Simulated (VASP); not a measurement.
TiN, 4 atoms in the cell. Symmetry: Fm-3m, No. 225, cubic system. Conventional cell: a = 4.244 Å, b = 4.244 Å, c = 4.244 Å, α = 90.00°, β = 90.00°, γ = 90.00°. Within 2.8 Å of Ti (site symmetry m-3m) lie 6 N at 2.12 Å. Within 2.8 Å of N (site symmetry m-3m) lie 6 Ti at 2.12 Å. 

* Program: VASP 6.6.1
* Task: single point
* Functional: PBE
* Potentials or basis: VASP PAW PBE potentials, release 64 (Ti_sv, N)
* Cutoff: 520 eV
* k mesh: 5 × 9 × 9
* Occupations: fermi-dirac, width 0.05 eV
* Spin: collinear spin
* Starting moments: [1.0, 1.0, 0.0, 0.0] μB
* Dipole correction: no
* Further INCAR settings: ALGO = Normal; EDIFF = 1e-07; NBANDS = 29; ISYM = 0

Potentials or basis: VASP PAW PBE potentials, release 64 (Ti_sv, N).

Run with:

```console
$ cat potpaw_PBE.64/Ti_sv/POTCAR potpaw_PBE.64/N/POTCAR > POTCAR
$ mpirun -np 1 vasp_std > vasp.out
```

Hardware: 1 thread of AMD EPYC 9R45 96-Core Processor (Zen 5), on a shared host.

Question: Estimate the wall time of this run.

Answer: Wall time 6.7 min on 1 thread of AMD EPYC 9R45 96-Core Processor (Zen 5), on a shared host, peak memory 0.4 GiB. Counts: scf iterations 21, k points 203.
